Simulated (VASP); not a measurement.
# SiC (F-43m) in VASP: notebook

SiC is run at these levels: LDA; tasks: single point, relaxation of cell and atoms.

Program: VASP 6.6.1. These are calculated values, not measurements. Logs are shortened: lines on timing, memory, paths and dates and some standing lists are left out, and cuts for length are marked.

## (1) The cell of the first run

The structure is cubic, space group F-43m (No. 216). Conventional cell: a = 4.354 Å, b = 4.354 Å, c = 4.354 Å, α = 90.00°, β = 90.00°, γ = 90.00°. Within 2.5 Å of Si (site symmetry -43m) lie 4 C at 1.89 Å. C (site symmetry -43m) has 4 Si at 1.89 Å within 2.5 Å.

## (2) Single point, LDA

Input file INCAR:

```
SYSTEM = SiC
PREC = Accurate
ENCUT = 520
EDIFF = 1E-7
ISMEAR = 0
SIGMA = 0.1
LREAL = .False.
LASPH = .True.
NELM = 100
ALGO = Normal
ISIF = 2
LWAVE = .False.
LCHARG = .False.
NBANDS = 11
```

Input file KPOINTS:

```
regular mesh
0
Gamma
  8 8 8
  0 0 0
```

Input file POSCAR:

```
SiC
1.0
    0.0000000000      2.1769966200      2.1769966200
    2.1769966200      0.0000000000      2.1769966200
    2.1769966200      2.1769966200      0.0000000000
Si C
1 1
Direct
    0.7500000000      0.7500000000      0.7500000000
    0.0000000000      0.0000000000      0.0000000000
```

Potentials or basis: VASP PAW LDA potentials, release 64 (Si, C).

The run is started by

```
cat potpaw_LDA.64/Si/POTCAR potpaw_LDA.64/C/POTCAR > POTCAR
mpirun -np 1 vasp_std > vasp.out
```

OUTCAR:

```text
SYSTEM = SiC
   PREC = Accurate
   ENCUT = 520
   EDIFF = 1E-7
   ISMEAR = 0
   LREAL = .False.
   LASPH = .True.
   NELM = 100
   ISIF = 2

 ion  position               nearest neighbor table
   1  0.750  0.750  0.750-   2 1.89   2 1.89   2 1.89   2 1.89
   2  0.000  0.000  0.000-   1 1.89   1 1.89   1 1.89   1 1.89

  LATTYP: Found a face centered cubic cell.
 ALAT       =     4.3539932400

  Lattice vectors:

 A1 = (   0.0000000000,   2.1769966200,   2.1769966200)
 A2 = (   2.1769966200,   0.0000000000,   2.1769966200)
 A3 = (   2.1769966200,   2.1769966200,   0.0000000000)

Analysis of symmetry for initial positions (statically):
=====================================================================
 Subroutine PRICEL returns:
 Original cell was already a primitive cell.

 Routine SETGRP: Setting up the symmetry group for a
 face centered cubic supercell.

 Subroutine GETGRP returns: Found 24 space group operations
 (whereof 24 operations were pure point group operations)
 out of a pool of 48 trial point group operations.

The static configuration has the point symmetry T_d .

Analysis of symmetry for dynamics (positions and initial velocities):
=====================================================================
 Subroutine PRICEL returns:
 Original cell was already a primitive cell.

 Routine SETGRP: Setting up the symmetry group for a
 face centered cubic supercell.

 Subroutine GETGRP returns: Found 24 space group operations
 (whereof 24 operations were pure point group operations)
 out of a pool of 48 trial point group operations.

The dynamic configuration has the point symmetry T_d .

 Subroutine INISYM returns: Found 24 space group operations
 (whereof 24 operations are pure point group operations),
 and found     1 'primitive' translations

----------------------------------------------------------------------------------------

                                     Primitive cell

  volume of cell :      20.6349

  direct lattice vectors                    reciprocal lattice vectors
     0.000000000  2.176996620  2.176996620    -0.229674220  0.229674220  0.229674220
     2.176996620  0.000000000  2.176996620     0.229674220 -0.229674220  0.229674220
     2.176996620  2.176996620  0.000000000     0.229674220  0.229674220 -0.229674220

  length of vectors
     3.078738145  3.078738145  3.078738145     0.397807418  0.397807418  0.397807418

  position of ions in fractional coordinates (direct lattice)
     0.750000000  0.750000000  0.750000000
     0.000000000  0.000000000  0.000000000

  ion indices of the primitive-cell ions
   primitive index   ion index
                 1           1
                 2           2

----------------------------------------------------------------------------------------

 KPOINTS: regular mesh

Automatic generation of k-mesh.
 Grid dimensions read from file:
 generate k-points for:    8    8    8

 Generating k-lattice:

  Cartesian coordinates                     Fractional coordinates (reciprocal lattice)
    -0.028709277  0.028709277  0.028709277     0.125000000  0.000000000  0.000000000
     0.028709277 -0.028709277  0.028709277     0.000000000  0.125000000  0.000000000
     0.028709277  0.028709277 -0.028709277     0.000000000  0.000000000  0.125000000

  Length of vectors
     0.049725927  0.049725927  0.049725927

  Shift w.r.t. Gamma in fractional coordinates (k-lattice)
     0.000000000  0.000000000  0.000000000

 Subroutine IBZKPT returns following result:
 ===========================================

 Found     29 irreducible k-points:

 Following reciprocal coordinates:
            Coordinates               Weight
  0.000000  0.000000  0.000000      1.000000
  0.125000  0.000000  0.000000      8.000000
  0.250000  0.000000  0.000000      8.000000
  0.375000  0.000000  0.000000      8.000000
  0.500000  0.000000  0.000000      4.000000
  0.125000  0.125000  0.000000      6.000000
[... 16 lines left out ...]
  0.500000  0.250000  0.125000     48.000000
 -0.375000  0.250000  0.125000     24.000000
 [... further k-points ...]
   k-points           NKPTS =     29   k-points in BZ     NKDIM =     29   number of bands    NBANDS=     11
   number of dos      NEDOS =    301   number of ions     NIONS =      2
   total plane-waves  NPLWV =  13824
   dimension x,y,z NGX =    24 NGY =   24 NGZ =   24
   dimension x,y,z NGXF=    48 NGYF=   48 NGZF=   48
   ions per type =               1   1
   NGX,Y,Z   is equivalent  to a cutoff of  12.96, 12.96, 12.96 a.u.
   NGXF,Y,Z  is equivalent  to a cutoff of  25.92, 25.92, 25.92 a.u.
 SYSTEM =  SiC
   PREC   = accura    normal or accurate (medium, high low for compatibility)
   ISTART =      0    job   : 0-new  1-cont  2-samecut
   ICHARG =      2    charge: 1-file 2-atom 10-const
   ISPIN  =      1    spin polarized calculation?
   LNONCOLLINEAR =      F non collinear calculations
   LSORBIT =      F    spin-orbit coupling
   LASPH  =      T    aspherical Exc in radial PAW
   ENCUT  =  520.0 eV  38.22 Ry    6.18 a.u.   5.72  5.72  5.72*2*pi/ulx,y,z
   NELM   =    100;   NELMIN=  2; NELMDL= -5     # of ELM steps
   EDIFF  = 0.1E-06   stopping-criterion for ELM
   LREAL  =      F    real-space projection
   EDIFFG = 0.1E-05   stopping-criterion for IOM
   NSW    =      0    number of steps for IOM
   IBRION =     -1    ionic relax: 0-MD 1-quasi-New 2-CG
   NFREE  =      0    steps in history (QN), initial steepest desc. (CG)
   ISIF   =      2    stress and relaxation
   ISYM   =      2    0-nonsym 1-usesym 2-fastsym
   POTIM  = 0.5000    time-step for ionic-motion
   TEBEG  =    0.0;   TEEND  =   0.0 temperature during run
   PSTRESS=    0.0 pullay stress
   NELECT =       8.0000    total number of electrons
   NUPDOWN=      -1.0000    fix difference up-down
   EMIN   =  10.00;   EMAX   =-10.00  energy-range for DOS
   EFERMI =   0.00;   METHOD = LEGACY
   ISMEAR =     0;   SIGMA  =   0.10  broadening in eV -4-tet -1-fermi 0-gaus
   EFERMI_NEDOS =   21; number of points for ismear=-14 and -15
   IALGO  =     38    algorithm
   IMIX   =      4    mixing-type and parameters
     AMIX     =   0.40;   BMIX     =  1.00
     AMIX_MAG =   1.60;   BMIX_MAG =  1.00
  volume/ion in A,a.u.               =      10.32        69.63
  Fermi-wavevector in a.u.,A,eV,Ry     =   1.193723  2.255810 19.387972  1.424976
  Thomas-Fermi vector in A             =   2.329731
   LORBIT       =      0    0 simple, 1 ext, 2 COOP (PROOUT), +10 PAW based schemes
   GGA     = CA    functional components
   LHFCALC =     F    Hartree Fock is set to
   AEXX    =    0.0000 exact exchange contribution
   IVDW    =     0    specifies the selected vdW correction
   LEPSILON=     F    determine dielectric tensor
   LRPA    =     F    only Hartree local field effects (RPA)
 non-spin polarized calculation
 Gauss-broadening in eV      SIGMA  =   0.10
  energy-cutoff  :      520.00
  volume of cell :       20.63
 maximum number of plane-waves:       568
   NGX = 11   NGY = 11   NGZ = 11

 number of electron       8.0000001 magnetization

 Free energy of the ion-electron system (eV)
  ---------------------------------------------------
  ext. energy  EPLUGINS =         0.00000000
  ---------------------------------------------------
  free energy    TOTEN  =       -16.63814452 eV

  energy without entropy =      -16.63814452  energy(sigma->0) =      -16.63814452

 E-fermi :   8.6230     XC(G=0): -11.5681

 val. band max:        8.0942380037   @ k =   0.0000   0.0000   0.0000
 cond. band min:       9.3955005053   @ k =   0.5000   0.5000   0.0000
 fundamental gap:      1.3012625016
 Fermi energy:         8.6229967871

 k-point     1 :       0.0000    0.0000    0.0000
  band No.  band energies     occupation
      1      -7.2436      2.00000
      2       8.0942      2.00000
      3       8.0942      2.00000
      4       8.0942      2.00000
      5      14.4182      0.00000
      6      15.3044      0.00000
      7      15.3044      0.00000
      8      15.3044      0.00000
      9      22.5689      0.00000
     10      22.5689      0.00000
     11      24.3064      0.00000

 k-point     2 :       0.1250    0.0000    0.0000
  band No.  band energies     occupation
      1      -6.9372      2.00000
      2       6.6232      2.00000
      3       7.8921      2.00000
      4       7.8921      2.00000
      5      14.5750      0.00000
      6      15.6550      0.00000
      7      15.6550      0.00000
      8      15.8761      0.00000
      9      21.3291      0.00000
     10      21.3291      0.00000
     11      23.9651      0.00000

 k-point     3 :       0.2500    0.0000    0.0000
  band No.  band energies     occupation
      1      -6.0397      2.00000
      2       3.8185      2.00000
      3       7.4856      2.00000
      4       7.4856      2.00000
      5      14.0603      0.00000
      6      15.9073      0.00000
      7      15.9073      0.00000
      8      17.3712      0.00000
      9      21.1444      0.00000
     10      21.1444      0.00000
     11      23.0695      0.00000

 k-point     4 :       0.3750    0.0000    0.0000
  band No.  band energies     occupation
      1      -4.6667      2.00000
      2       1.0643      2.00000
      3       7.1580      2.00000
      4       7.1580      2.00000
      5      13.6491      0.00000
      6      15.4855      0.00000
      7      15.4855      0.00000
      8      18.0033      0.00000
      9      23.1061      0.00000
     10      23.1061      0.00000
     11      23.4359      0.00000
[... 239 lines left out ...]
 k-point    22 :       0.3750    0.2500    0.1250
  band No.  band energies     occupation
      1      -5.2587      2.00000
      2       3.6488      2.00000
      3       5.2156      2.00000
      4       6.8167      2.00000
      5      13.3811      0.00000
      6      15.6427      0.00000
      7      16.4888      0.00000
      8      18.0566      0.00000
      9      20.2471      0.00000
     10      23.9698      0.00000
     11      27.4164      0.00000

 k-point    23 :       0.5000    0.2500    0.1250
  band No.  band energies     occupation
      1      -3.9365      2.00000
      2       1.5941      2.00000
      3       4.4854      2.00000
      4       6.1606      2.00000
      5      13.3186      0.00000
      6      15.6180      0.00000
      7      17.1979      0.00000
      8      18.4458      0.00000
      9      21.3499      0.00000
     10      24.4411      0.00000
     11      27.2979      0.00000

 k-point    24 :      -0.3750    0.2500    0.1250
  band No.  band energies     occupation
      1      -2.9547      2.00000
      2       0.2380      2.00000
      3       4.3801      2.00000
      4       5.8200      2.00000
      5      13.2585      0.00000
      6      15.3070      0.00000
      7      18.1441      0.00000
      8      18.9778      0.00000
      9      21.3781      0.00000
     10      24.1976      0.00000
     11      27.2602      0.00000

 [... further k-points ...]
[... 5 lines left out ...]
  --------------------------------------------------------------------------------------
  -------------------------------------------------------------------------------------
  Total       -0.4425049     -0.4425049     -0.4425049      0.0000000     -0.0000000     -0.0000000
  in kB      -34.3578077    -34.3578077    -34.3578077      0.0000000     -0.0000000     -0.0000000
  external PRESSURE =     -34.3578077 kB  Pullay stress =       0.0000000 kB

 VOLUME and BASIS-vectors are now :
 -----------------------------------------------------------------------------
  energy-cutoff  :      520.00
  volume of cell :       20.63
      direct lattice vectors                 reciprocal lattice vectors
     0.000000000  2.176996620  2.176996620    -0.229674220  0.229674220  0.229674220
     2.176996620  0.000000000  2.176996620     0.229674220 -0.229674220  0.229674220
     2.176996620  2.176996620  0.000000000     0.229674220  0.229674220 -0.229674220

 POSITION                                       TOTAL-FORCE (eV/Angst)
 -----------------------------------------------------------------------------------
      3.26549      3.26549      3.26549        -0.000000     -0.000000     -0.000000
      0.00000      0.00000      0.00000         0.000000      0.000000      0.000000
 -----------------------------------------------------------------------------------
    total drift:                                0.000000      0.000000      0.000000

  FREE ENERGIE OF THE ION-ELECTRON SYSTEM (eV)
  ---------------------------------------------------
  free  energy   TOTEN  =       -16.6381445248 eV

  energy  without entropy=      -16.6381445248  energy(sigma->0) =      -16.63814452
```

It took 5.5 s on 1 thread of AMD EPYC 7R13, shared host; peak memory 0.09 GiB.

Results:

- Free energy: -16.6381 eV
- Pressure: -3.4 GPa
- Band gap on the k mesh: 1.30 eV (least direct gap 4.50 eV)

Levels at points of the mesh, in eV from the valence-band top:
```csv
k point,band 1,band 2,band 3,band 4,band 5,band 6,band 7,band 8
"(0.00, 0.00, 0.00)",-15.34,0.00,0.00,0.00,6.32,7.21,7.21,7.21
"(0.50, 0.00, 0.00)",-11.71,-8.57,-1.06,-1.06,5.41,7.14,7.14,9.93
"(0.50, 0.50, 0.00)",-10.22,-7.82,-3.20,-3.20,1.30,4.20,13.86,13.86
```

Caveat: the cell stands under tension. A k mesh can miss the band edges.

## (3) Single point, LDA

This run uses another cell than the first one, of 10.14 Å³/atom.

Input file INCAR:

```
ALGO = Normal ; EDIFF = 1E-6
ENCUT = 520 ; ISIF = 2
ISMEAR = 0 ; LASPH = True
LCHARG = False ; LREAL = False
LWAVE = False ; NBANDS = 11
NELM = 100 ; PREC = Accurate
SIGMA = 0.02
```

Input file KPOINTS:

```
k-points
0
Gamma
  16 16 16
```

Input file POSCAR:

```
SiC
1.0
    0.0000000000      2.1645323767      2.1645323767
    2.1645323767      0.0000000000      2.1645323767
    2.1645323767      2.1645323767      0.0000000000
Si C
1 1
Direct
    0.7500000000      0.7500000000      0.7500000000
    0.0000000000      0.0000000000      0.0000000000
```

Potentials or basis: VASP PAW LDA potentials, release 64 (Si, C).

The run is started by

```
cat potpaw_LDA.64/Si/POTCAR potpaw_LDA.64/C/POTCAR > POTCAR
mpirun -np 1 vasp_std > vasp.out
```

OUTCAR:

```text
EDIFF = 1E-6
   ENCUT = 520
   ISIF = 2
   ISMEAR = 0
   LASPH = True
   LREAL = False
   NELM = 100
   PREC = Accurate

 ion  position               nearest neighbor table
   1  0.750  0.750  0.750-   2 1.87   2 1.87   2 1.87   2 1.87
   2  0.000  0.000  0.000-   1 1.87   1 1.87   1 1.87   1 1.87

  LATTYP: Found a face centered cubic cell.
 ALAT       =     4.3290647534

  Lattice vectors:

 A1 = (   0.0000000000,   2.1645323767,   2.1645323767)
 A2 = (   2.1645323767,   0.0000000000,   2.1645323767)
 A3 = (   2.1645323767,   2.1645323767,   0.0000000000)

[... 510 lines left out ...]
      6      15.5881      0.00000
      7      15.7474      0.00000
      8      16.2635      0.00000
      9      21.3915      0.00000
     10      22.2517      0.00000
     11      25.1320      0.00000

 [... further k-points ...]
[... 5 lines left out ...]
  --------------------------------------------------------------------------------------
  -------------------------------------------------------------------------------------
  Total        0.0509234      0.0509234      0.0509234      0.0000000      0.0000000     -0.0000000
  in kB        4.0225897      4.0225897      4.0225897      0.0000000      0.0000000     -0.0000000
  external PRESSURE =       4.0225897 kB  Pullay stress =       0.0000000 kB

 VOLUME and BASIS-vectors are now :
 -----------------------------------------------------------------------------
  energy-cutoff  :      520.00
  volume of cell :       20.28
      direct lattice vectors                 reciprocal lattice vectors
     0.000000000  2.164532377  2.164532377    -0.230996776  0.230996776  0.230996776
     2.164532377  0.000000000  2.164532377     0.230996776 -0.230996776  0.230996776
     2.164532377  2.164532377  0.000000000     0.230996776  0.230996776 -0.230996776

 POSITION                                       TOTAL-FORCE (eV/Angst)
 -----------------------------------------------------------------------------------
      3.24680      3.24680      3.24680         0.000000      0.000000      0.000000
      0.00000      0.00000      0.00000        -0.000000     -0.000000     -0.000000
 -----------------------------------------------------------------------------------
    total drift:                                0.000000      0.000000      0.000000

  FREE ENERGIE OF THE ION-ELECTRON SYSTEM (eV)
  ---------------------------------------------------
  free  energy   TOTEN  =       -16.6426678754 eV

  energy  without entropy=      -16.6426678754  energy(sigma->0) =      -16.64266788
```

stdout:

```text
POSCAR found type information on POSCAR SiC
 POSCAR found :  2 types and       2 ions
 scaLAPACK will be used
 LDA part: xc-table for (Slater(with rela. corr.)+CA(PZ))
 , standard interpolation
 POSCAR, INCAR and KPOINTS ok, starting setup
 FFT: planning ... GRIDC
 FFT: planning ... GRID_SOFT
 FFT: planning ... GRID
 WAVECAR not read
 entering main loop
```

Run time: 21 s. Hardware: 1 thread of AMD EPYC 7R13, shared host; peak memory 0.12 GiB.

What came out:

| Property | Result |
| --- | --- |
| Free energy | -16.6427 eV |
| Pressure | 0.4 GPa |
| Band gap on the k mesh | 1.29 eV (least direct gap 4.52 eV) |

A k mesh can miss the band edges.

## (4) Relaxation of cell and atoms, LDA

Input file INCAR:

```
SYSTEM = SiC
PREC = Accurate ; ENCUT = 600
EDIFF = 1E-6 ; ISMEAR = 0
SIGMA = 0.02 ; LREAL = .False.
LASPH = .True. ; NELM = 100
ALGO = Normal ; ISIF = 3
LWAVE = .False. ; LCHARG = .False.
GGA = CA ; IBRION = 2
NSW = 100 ; EDIFFG = -0.002
```

Input file KPOINTS:

```
regular mesh
0
Gamma
  16 16 16
  0 0 0
```

Input file POSCAR:

```
SiC
1.0
    0.0000000000      2.1769966200      2.1769966200
    2.1769966200      0.0000000000      2.1769966200
    2.1769966200      2.1769966200      0.0000000000
Si C
1 1
Direct
    0.7500000000      0.7500000000      0.7500000000
    0.0000000000      0.0000000000      0.0000000000
```

The run is started by

```
cat potpaw_LDA.64/Si/POTCAR potpaw_LDA.64/C/POTCAR > POTCAR
mpirun -np 1 vasp_std > vasp.out
```

Wall time 62 s (1 thread of AMD EPYC 7R13, shared host); peak memory 0.13 GiB.

Results (log left out):

- Free energy: -16.6452 eV
- Relaxed volume: 10.15 Å³/atom
- Relaxed cell: a = 3.062 Å, b = 3.062 Å, c = 3.062 Å, α = 60.00°, β = 60.00°, γ = 60.00°
- Space group after relaxing (to 0.1 Å): F-43m (No. 216)
- Energy gained by relaxing: 1.9 meV/atom
- Ionic steps: 3
- Pressure after relaxing: 0.0 GPa
- Band gap on the k mesh: 1.29 eV (least direct gap 4.52 eV)

Step by step:
```
step  energy change (eV)  largest force (eV/Å)  pressure (GPa)  volume (Å³)
   1              0.0000                0.0000           -3.59        20.63
   2              0.0006                0.0000            4.12        19.95
   3             -0.0038                0.0000           -0.01        20.30
```

Final structure:
```xyz
2
Lattice="0.0000 2.1653 2.1653 2.1653 0.0000 2.1653 2.1653 2.1653 0.0000" Properties=species:S:1:pos:R:3 pbc="T T T"
Si    3.2479    3.2479    3.2479
C     0.0000    0.0000    0.0000
```

Levels at points of the mesh, in eV from the valence-band top:
```
           k point  band 1  band 2  band 3  band 4  band 5  band 6  band 7  band 8
(0.00, 0.00, 0.00)  -15.46    0.00    0.00    0.00    6.52    7.32    7.32    7.32
(0.50, 0.00, 0.00)  -11.77   -8.66   -1.06   -1.06    5.56    7.21    7.21   10.02
(0.50, 0.50, 0.00)  -10.27   -7.87   -3.23   -3.23    1.29    4.26   14.05   14.05
```

A k mesh can miss the band edges.

## (5) Summary

| task | cell | k mesh | cutoff (eV) | smearing | gap on the mesh (eV) | pressure (GPa) |
| --- | --- | --- | --- | --- | --- | --- |
| single point | a = 3.079 Å, angles 60.0°, 2 atoms | 8 × 8 × 8 | 520 | gaussian 0.1 eV | 1.30 | -3.4 |
| single point | a = 3.061 Å, angles 60.0°, 2 atoms | 16 × 16 × 16 | 520 | gaussian 0.02 eV | 1.29 | 0.4 |
| relaxation of cell and atoms | relaxed from a = 3.079 Å, angles 60.0°, 2 atoms | 16 × 16 × 16 | 600 | gaussian 0.02 eV | 1.29 | 0.0 |

Alike in all rows: level LDA; potentials or basis VASP PAW LDA potentials, release 64 (Si, C); no spin polarisation.

Caveats: the cell stands under tension (at least some runs).

Total energies depend on the potentials used, so only differences within one code and one set of settings carry meaning.
